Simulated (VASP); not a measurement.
# Sb (I4/mmm) in VASP: a series of runs

Sb is run at these levels: RPBE+D3(BJ), RPBE+D4, revPBE+D3(BJ), revPBE+D4, HF; tasks: relaxation of cell and atoms, single point.

Everything below comes from runs of VASP 6.6.1. Logs are shortened: lines on timing, memory, paths and dates and some standing lists are left out, and cuts for length are marked.

## 1. The cell of the first run

The structure is tetragonal, space group I4/mmm (No. 139). Conventional cell: a = 3.153 Å, b = 3.153 Å, c = 5.424 Å, α = 90.00°, β = 90.00°, γ = 90.00°. Within 4.1 Å of Sb (site symmetry 4/mmm) lie 12 Sb at 3.15 to 3.51 Å.

## 2. Relaxation of cell and atoms, RPBE+D3(BJ)

Input file INCAR:

```
SYSTEM = Sb
ALGO = Normal ; EDIFF = 1E-6
EDIFFG = -0.01 ; ENCUT = 600
GGA = RP ; IBRION = 2
ISIF = 3 ; ISMEAR = -1
IVDW = 12 ; LASPH = .TRUE.
LCHARG = .FALSE. ; LREAL = .FALSE.
LWAVE = .FALSE. ; NELM = 80
NSW = 60 ; PREC = Accurate
SIGMA = 0.05
```

Input file KPOINTS:

```
k-points
0
G
  12 12 12
  0 0 0
```

Input file POSCAR:

```
Sb
1.0
   -1.5765401831      1.5765401831      2.7119384313
    1.5765401831     -1.5765401831      2.7119384313
    1.5765401831      1.5765401831     -2.7119384313
Sb
1
Direct
    0.0000000000      0.0000000000      0.0000000000
```

Potentials or basis: VASP PAW PBE potentials, release 64 (Sb).

Command:

```console
$ cat potpaw_PBE.64/Sb/POTCAR > POTCAR
$ mpirun -np 1 vasp_std > vasp.out
```

OUTCAR:

```text
SYSTEM = Sb
   EDIFF = 1E-6
   EDIFFG = -0.01
   ENCUT = 600
   GGA = RP
   IBRION = 2
   ISIF = 3
   ISMEAR = -1
   IVDW = 12
   LASPH = .TRUE.
   LREAL = .FALSE.
   NELM = 80
   NSW = 60
   PREC = Accurate
 IVDW          = 12

 ion  position               nearest neighbor table
   1  0.000  0.000  0.000-

  LATTYP: Found a body centered tetragonal cell.
 ALAT       =     3.1530803662
 C/A-ratio  =     1.7201835135

  Lattice vectors:

 A1 = (  -1.5765401831,   1.5765401831,   2.7119384313)
 A2 = (   1.5765401831,  -1.5765401831,   2.7119384313)
 A3 = (   1.5765401831,   1.5765401831,  -2.7119384313)

Analysis of symmetry for initial positions (statically):
=====================================================================
 Subroutine PRICEL returns:
 Original cell was already a primitive cell.

 Routine SETGRP: Setting up the symmetry group for a
 body centered tetragonal supercell.

 Subroutine GETGRP returns: Found 16 space group operations
 (whereof 16 operations were pure point group operations)
 out of a pool of 16 trial point group operations.

The static configuration has the point symmetry D_4h.

Analysis of symmetry for dynamics (positions and initial velocities):
=====================================================================
 Subroutine PRICEL returns:
 Original cell was already a primitive cell.

 Routine SETGRP: Setting up the symmetry group for a
 body centered tetragonal supercell.

 Subroutine GETGRP returns: Found 16 space group operations
 (whereof 16 operations were pure point group operations)
 out of a pool of 16 trial point group operations.

The dynamic configuration has the point symmetry D_4h.

 Subroutine INISYM returns: Found 16 space group operations
 (whereof 16 operations are pure point group operations),
 and found     1 'primitive' translations

----------------------------------------------------------------------------------------

                                     Primitive cell

  volume of cell :      26.9619

  direct lattice vectors                    reciprocal lattice vectors
    -1.576540183  1.576540183  2.711938431     0.000000000  0.317150178  0.184369967
     1.576540183 -1.576540183  2.711938431     0.317150178  0.000000000  0.184369967
     1.576540183  1.576540183 -2.711938431     0.317150178  0.317150178  0.000000000

  length of vectors
     3.510778824  3.510778824  3.510778824     0.366846726  0.366846726  0.448518083

  position of ions in fractional coordinates (direct lattice)
     0.000000000  0.000000000  0.000000000

  ion indices of the primitive-cell ions
   primitive index   ion index
                 1           1

----------------------------------------------------------------------------------------

 KPOINTS: k-points

Automatic generation of k-mesh.
 Grid dimensions read from file:
 generate k-points for:   12   12   12

 Generating k-lattice:

  Cartesian coordinates                     Fractional coordinates (reciprocal lattice)
     0.000000000  0.026429182  0.015364164     0.083333333 -0.000000000  0.000000000
     0.026429182  0.000000000  0.015364164    -0.000000000  0.083333333  0.000000000
     0.026429182  0.026429182  0.000000000     0.000000000  0.000000000  0.083333333

  Length of vectors
     0.030570561  0.030570561  0.037376507

  Shift w.r.t. Gamma in fractional coordinates (k-lattice)
     0.000000000  0.000000000  0.000000000

 Subroutine IBZKPT returns following result:
 ===========================================

 Found    163 irreducible k-points:

 Following reciprocal coordinates:
            Coordinates               Weight
  0.000000  0.000000  0.000000      1.000000
  0.083333  0.000000 -0.000000      8.000000
  0.166667  0.000000 -0.000000      8.000000
  0.250000 -0.000000  0.000000      8.000000
  0.333333  0.000000 -0.000000      8.000000
  0.416667  0.000000 -0.000000      8.000000
[... 16 lines left out ...]
  0.500000  0.166667  0.000000     16.000000
 -0.416667  0.166667  0.000000     16.000000
 [... further k-points ...]
   k-points           NKPTS =    163   k-points in BZ     NKDIM =    163   number of bands    NBANDS=      6
   number of dos      NEDOS =    301   number of ions     NIONS =      1
   total plane-waves  NPLWV =  21952
   dimension x,y,z NGX =    28 NGY =   28 NGZ =   28
   dimension x,y,z NGXF=    56 NGYF=   56 NGZF=   56
   ions per type =               1
   NGX,Y,Z   is equivalent  to a cutoff of  13.26, 13.26, 13.26 a.u.
   NGXF,Y,Z  is equivalent  to a cutoff of  26.52, 26.52, 26.52 a.u.
 SYSTEM =  Sb
   PREC   = accura    normal or accurate (medium, high low for compatibility)
   ISTART =      0    job   : 0-new  1-cont  2-samecut
   ICHARG =      2    charge: 1-file 2-atom 10-const
   ISPIN  =      1    spin polarized calculation?
   LNONCOLLINEAR =      F non collinear calculations
   LSORBIT =      F    spin-orbit coupling
   LASPH  =      T    aspherical Exc in radial PAW
   ENCUT  =  600.0 eV  44.10 Ry    6.64 a.u.   7.01  7.01  7.01*2*pi/ulx,y,z
   NELM   =     80;   NELMIN=  2; NELMDL= -5     # of ELM steps
   EDIFF  = 0.1E-05   stopping-criterion for ELM
   LREAL  =      F    real-space projection
   EDIFFG = -.1E-01   stopping-criterion for IOM
   NSW    =     60    number of steps for IOM
   IBRION =      2    ionic relax: 0-MD 1-quasi-New 2-CG
   NFREE  =      1    steps in history (QN), initial steepest desc. (CG)
   ISIF   =      3    stress and relaxation
   ISYM   =      2    0-nonsym 1-usesym 2-fastsym
   POTIM  = 0.5000    time-step for ionic-motion
   TEBEG  =    0.0;   TEEND  =   0.0 temperature during run
   PSTRESS=    0.0 pullay stress
   NELECT =       5.0000    total number of electrons
   NUPDOWN=      -1.0000    fix difference up-down
   EMIN   =  10.00;   EMAX   =-10.00  energy-range for DOS
   EFERMI =   0.00;   METHOD = LEGACY
   ISMEAR =    -1;   SIGMA  =   0.05  broadening in eV -4-tet -1-fermi 0-gaus
   EFERMI_NEDOS =   21; number of points for ismear=-14 and -15
   IALGO  =     38    algorithm
   IMIX   =      4    mixing-type and parameters
     AMIX     =   0.40;   BMIX     =  1.00
     AMIX_MAG =   1.60;   BMIX_MAG =  1.00
  volume/ion in A,a.u.               =      26.96       181.95
  Fermi-wavevector in a.u.,A,eV,Ry     =   0.933573  1.764197 11.858269  0.871558
  Thomas-Fermi vector in A             =   2.060288
   LORBIT       =      0    0 simple, 1 ext, 2 COOP (PROOUT), +10 PAW based schemes
   GGA     = RP    functional components
   LHFCALC =     F    Hartree Fock is set to
   AEXX    =    0.0000 exact exchange contribution
   IVDW    =    12    specifies the selected vdW correction
   LEPSILON=     F    determine dielectric tensor
   LRPA    =     F    only Hartree local field effects (RPA)
 conjugate gradient relaxation of ions
 non-spin polarized calculation
  energy-cutoff  :      600.00
  volume of cell :       26.96
 maximum number of plane-waves:       922
   NGX = 15   NGY = 15   NGZ = 15

--------------------------------------- Ionic step        1  -------------------------------------------

 number of electron       5.0000000 magnetization

 Free energy of the ion-electron system (eV)
  ---------------------------------------------------
  ext. energy  EPLUGINS =         0.00000000
  ---------------------------------------------------
  free energy    TOTEN  =        -3.45208167 eV

  energy without entropy =       -3.44655882  energy(sigma->0) =       -3.44932024

 E-fermi :   8.6225     XC(G=0): -10.1758

 val. band max:        8.5716812392   @ k =  -0.3333   0.3333   0.0000
 cond. band min:       8.6527973484   @ k =   0.3333   0.1667   0.0833
 fundamental gap:      0.0811161092
 Fermi energy:         8.6225473400

 k-point     1 :       0.0000    0.0000    0.0000
  band No.  band energies     occupation
      1      -4.3218      2.00000
      2      13.2898      0.00000
      3      14.0802      0.00000
      4      14.0802      0.00000
      5      17.9251      0.00000
      6      19.2067      0.00000
[... 199 lines left out ...]
 k-point    24 :      -0.4167    0.1667    0.0000
  band No.  band energies     occupation
      1      -1.1201      2.00000
      2       5.0091      2.00000
      3       9.9216      0.00000
      4      11.4249      0.00000
      5      15.2009      0.00000
      6      16.9927      0.00000

 [... further k-points ...]

------------------------ aborting loop because EDIFF is reached ----------------------------------------

 Edisp (eV)   -2.44142

 E8    (eV) :    -1.6101
[... 102 lines left out ...]
  FREE ENERGIE OF THE ION-ELECTRON SYSTEM (eV)
  ---------------------------------------------------
  free  energy   TOTEN  =        -6.4823499065 eV

  energy  without entropy=       -6.4774384259  energy(sigma->0) =       -6.47989417

[... ionic steps 4 to 19 ...]

--------------------------------------- Ionic step       20  -------------------------------------------

 number of electron       5.0000000 magnetization

------------------------ aborting loop because EDIFF is reached ----------------------------------------
[... 73 lines left out ...]
--------------------------------------- Ionic step       22  -------------------------------------------

 number of electron       5.0000000 magnetization

 Free energy of the ion-electron system (eV)
  ---------------------------------------------------
  ext. energy  EPLUGINS =         0.00000000
  ---------------------------------------------------
  free energy    TOTEN  =        -2.69572829 eV

  energy without entropy =       -2.69354585  energy(sigma->0) =       -2.69463707

 E-fermi :  13.1637     XC(G=0): -11.5746

 val. band max:       13.1599896719   @ k =  -0.3333   0.2500   0.0000
 cond. band min:      13.3229419325   @ k =  -0.3333  -0.3333   0.2500
 fundamental gap:      0.1629522606
 Fermi energy:        13.1637414907

 k-point     1 :       0.0000    0.0000    0.0000
  band No.  band energies     occupation
      1      -2.5820      2.00000
      2      20.9517      0.00000
      3      20.9524      0.00000
      4      20.9524      0.00000
      5      23.0528      0.00000
      6      24.0796      0.00000
[... 199 lines left out ...]
 k-point    24 :      -0.4167    0.1667    0.0000
  band No.  band energies     occupation
      1       1.4146      2.00000
      2       8.9972      2.00000
      3      15.6039      0.00000
      4      16.2318      0.00000
      5      19.6415      0.00000
      6      25.2599      0.00000

 [... further k-points ...]

------------------------ aborting loop because EDIFF is reached ----------------------------------------

 Edisp (eV)   -3.84584

 E8    (eV) :    -2.6126
[... 24 lines left out ...]
  FREE ENERGIE OF THE ION-ELECTRON SYSTEM (eV)
  ---------------------------------------------------
  free  energy   TOTEN  =        -6.5415673418 eV

  energy  without entropy=       -6.5393849057  energy(sigma->0) =       -6.54047612

 reached required accuracy - stopping structural energy minimisation
```

Run time: 1.7 min. Hardware: 1 thread of Intel Xeon 6975P-C (Granite Rapids), shared host; peak memory 0.2 GiB.

What came out:

```
Free energy                           : -6.5416 eV
Relaxed volume                        : 19.96 Å³/atom
Relaxed cell                          : a = 3.045 Å, b = 3.045 Å, c = 3.045 Å, α = 119.99°, β = 119.99°, γ = 90.01°
Space group after relaxing (to 0.1 Å) : Fm-3m (No. 225)
Energy gained by relaxing             : 648.1 meV/atom
Ionic steps                           : 22
Pressure after relaxing               : 0.0 GPa
Band gap on the k mesh                : zero (an odd number of electrons rules out a gap without spin polarisation)
Dispersion energy per atom            : -3.846 eV
```

Step by step:
```
step  energy change (eV)  largest force (eV/Å)  pressure (GPa)  volume (Å³)
   1              0.0000                0.0000          -20.88        26.96
   2              0.2651                0.0000           74.95        15.44
   3             -0.5889                0.0000           -2.07        20.53
   4             -0.5911                0.0000           -0.51        20.31
   5             -0.5914                0.0000            0.39        20.19
   6             -0.6343                0.0000            2.61        19.72
   7             -0.6343                0.0000            2.59        19.73
   8             -0.6326                0.0000           -3.38        20.54
   9             -0.6373                0.0000           -0.20        20.08
  10             -0.6380                0.0000           -0.26        20.09
  11             -0.6387                0.0000           -0.57        20.12
  12             -0.6389                0.0000           -0.70        20.12
  13             -0.6396                0.0000           -0.99        20.14
  14             -0.6423                0.0000           -1.32        20.15
  15             -0.6409                0.0000           -1.30        20.15
  16             -0.6470                0.0000           -1.52        20.16
  17             -0.6470                0.0000           -1.51        20.16
  18             -0.6471                0.0000           -1.52        20.16
  19             -0.6474                0.0000           -1.17        20.11
  20             -0.6474                0.0000           -1.14        20.11
  21             -0.6477                0.0000           -0.86        20.07
  22             -0.6481                0.0000           -0.03        19.96
```

Final structure:
```xyz
1
Lattice="-1.5225 1.5225 2.1527 1.5225 -1.5225 2.1527 1.5225 1.5225 -2.1527" Properties=species:S:1:pos:R:3 pbc="T T T"
Sb    0.0000    0.0000    0.0000
```

Caveat: the volume moved by over 15 % at a fixed basis, so the end points are rough; the PAW data sets were made with another functional, which shifts forces and pressure a little; spin-orbit coupling is left out, which moves the levels of the heavy elements.

## 3. Relaxation of cell and atoms, RPBE+D4

Input file INCAR:

```
SYSTEM = Sb
  ALGO = Normal
  EDIFF = 1E-6
  EDIFFG = -0.01
  ENCUT = 600
  GGA = RP
  IBRION = 2
  ISIF = 3
  ISMEAR = -1
  IVDW = 13
  LASPH = .True.
  LCHARG = .False.
  LREAL = .False.
  LWAVE = .False.
  NELM = 80
  NSW = 60
  PREC = Accurate
  SIGMA = 0.05
```

Input file KPOINTS:

```
k-points
0
Gamma
  12 12 12
  0 0 0
```

POSCAR is that of step 2.

Potentials or basis: VASP PAW PBE potentials, release 64 (Sb).

Command:

```console
$ cat potpaw_PBE.64/Sb/POTCAR > POTCAR
$ mpirun -np 1 vasp_std > vasp.out
```

OUTCAR:

```text
SYSTEM = Sb
   EDIFF = 1E-6
   EDIFFG = -0.01
   ENCUT = 600
   GGA = RP
   IBRION = 2
   ISIF = 3
   ISMEAR = -1
   IVDW = 13
   LASPH = .True.
   LREAL = .False.
   NELM = 80
   NSW = 60
   PREC = Accurate

 ion  position               nearest neighbor table
   1  0.000  0.000  0.000-

  LATTYP: Found a body centered tetragonal cell.
 ALAT       =     3.1530803662
 C/A-ratio  =     1.7201835135

  Lattice vectors:

 A1 = (  -1.5765401831,   1.5765401831,   2.7119384313)
 A2 = (   1.5765401831,  -1.5765401831,   2.7119384313)
 A3 = (   1.5765401831,   1.5765401831,  -2.7119384313)

Analysis of symmetry for initial positions (statically):
=====================================================================
 Subroutine PRICEL returns:
 Original cell was already a primitive cell.
[... 363 lines left out ...]
--------------------------------------- Ionic step       11  -------------------------------------------

 number of electron       5.0000000 magnetization

 Free energy of the ion-electron system (eV)
  ---------------------------------------------------
  ext. energy  EPLUGINS =         0.00000000
  ---------------------------------------------------
  free energy    TOTEN  =        -3.42222374 eV

  energy without entropy =       -3.41804363  energy(sigma->0) =       -3.42013368

 E-fermi :   9.2545     XC(G=0): -10.3963

 val. band max:        9.2336489335   @ k =   0.4167   0.4167   0.0833
 cond. band min:       9.2713324378   @ k =  -0.3333   0.5000   0.0833
 fundamental gap:      0.0376835043
 Fermi energy:         9.2545383040

 k-point     1 :       0.0000    0.0000    0.0000
  band No.  band energies     occupation
      1      -4.0517      2.00000
      2      14.6950      0.00000
      3      15.0028      0.00000
      4      15.0028      0.00000
      5      18.8392      0.00000
      6      19.6540      0.00000
[... 199 lines left out ...]
 k-point    24 :      -0.4167    0.1667    0.0000
  band No.  band energies     occupation
      1      -0.7567      2.00000
      2       5.5920      2.00000
      3      10.8661      0.00000
      4      11.9399      0.00000
      5      15.7981      0.00000
      6      18.4463      0.00000

 [... further k-points ...]

------------------------ aborting loop because EDIFF is reached ----------------------------------------

  DFT-D4 for vdW energy calculation

  Edisp (eV):   -1.11536
[... 24 lines left out ...]
  FREE ENERGIE OF THE ION-ELECTRON SYSTEM (eV)
  ---------------------------------------------------
  free  energy   TOTEN  =        -4.5375837617 eV

  energy  without entropy=       -4.5334036535  energy(sigma->0) =       -4.53549371

 reached required accuracy - stopping structural energy minimisation
```

OSZICAR:

```text
N       E                     dE             d eps       ncg     rms          rms(c)
DAV:   1     0.955269174645E+01    0.95527E+01   -0.17956E+03  1980   0.618E+02
DAV:   2    -0.326159018014E+01   -0.12814E+02   -0.12367E+02  2880   0.778E+01
DAV:   3    -0.345592174945E+01   -0.19433E+00   -0.19226E+00  2346   0.104E+01
DAV:   4    -0.345670207802E+01   -0.78033E-03   -0.78031E-03  2598   0.864E-01
[... 64 lines left out ...]
       N       E                     dE             d eps       ncg     rms          rms(c)
DAV:   1    -0.342229248326E+01    0.35116E-02   -0.28917E-03  2238   0.315E-01    0.433E-02
DAV:   2    -0.342224773867E+01    0.44745E-04   -0.42220E-05  2202   0.574E-02    0.242E-02
DAV:   3    -0.342222396835E+01    0.23770E-04   -0.45946E-05  2094   0.401E-02    0.740E-03
DAV:   4    -0.342222373750E+01    0.23085E-06   -0.29343E-07  1572   0.595E-03
  11 F= -.45375838E+01 E0= -.45354937E+01  d E =-.136326E-03
```

CONTCAR:

```text
Sb
   1.00000000000000
    -1.5794134294234115    1.5794134294234115    2.5755268605575883
     1.5794134294234115   -1.5794134294234115    2.5755268605575883
     1.5794134294234115    1.5794134294234115   -2.5755268605575883
  Sb
     1
Direct
     0.0000000000000000    0.0000000000000000    0.0000000000000000

  0.00000000E+00  0.00000000E+00  0.00000000E+00
```

Wall time 53 s (1 thread of Intel Xeon 6975P-C (Granite Rapids), shared host); peak memory 0.18 GiB.

What came out:

```yaml
Free_energy: -4.5376 eV
Relaxed_volume: 25.70 Å³/atom
Relaxed_cell: a = 3.409 Å, b = 3.409 Å, c = 3.409 Å, α = 124.80°, β = 124.80°, γ = 81.87°
Space_group_after_relaxing_to_0.1_Å: I4/mmm (No. 139)
Energy_gained_by_relaxing: 15.9 meV/atom
Ionic_steps: 11
Pressure_after_relaxing: 0.0 GPa
Band_gap_on_the_k_mesh: zero (an odd number of electrons rules out a gap without spin polarisation)
Dispersion_energy_per_atom: -1.115 eV
```

The path:
```csv
step,energy change (eV),largest force (eV/Å),pressure (GPa),volume (Å³)
1,0.0000,0.0000,-2.79,26.96
2,-0.0077,0.0000,1.89,25.17
3,-0.0110,0.0000,0.10,25.78
4,-0.0128,0.0000,0.12,25.73
5,-0.0158,0.0000,0.35,25.58
6,-0.0158,0.0000,0.37,25.57
7,-0.0155,0.0000,-0.53,25.89
8,-0.0159,0.0000,0.02,25.69
9,-0.0159,0.0000,0.03,25.69
10,-0.0158,0.0000,-0.26,25.79
11,-0.0159,0.0000,0.00,25.70
```

Final structure:
```yaml
crystal:
  lattice:
    - [-1.57941, 1.57941, 2.57553]
    - [1.57941, -1.57941, 2.57553]
    - [1.57941, 1.57941, -2.57553]
  atoms:
    - { symbol: Sb, position: [0.00000, 0.00000, 0.00000] }
```

Levels at points of the mesh, in eV from the Fermi level:
| k point | band 1 | band 2 | band 3 | band 4 | band 5 | band 6 |
| --- | --- | --- | --- | --- | --- | --- |
| (0.00, 0.00, 0.00) | -13.31 | 5.44 | 5.75 | 5.75 | 9.58 | 10.40 |
| (0.50, 0.00, 0.00) | -9.23 | -6.12 | 2.45 | 5.20 | 6.83 | 9.96 |
| (0.50, 0.50, 0.00) | -6.78 | -4.79 | -0.69 | 0.49 | 3.60 | 4.28 |
| (0.50, 0.50, 0.50) | -8.84 | -5.82 | 1.70 | 1.70 | 5.48 | 5.63 |

Caveat: the PAW data sets were made with another functional, which shifts forces and pressure a little; spin-orbit coupling is left out, which moves the levels of the heavy elements.

[end of part 1 of 2]
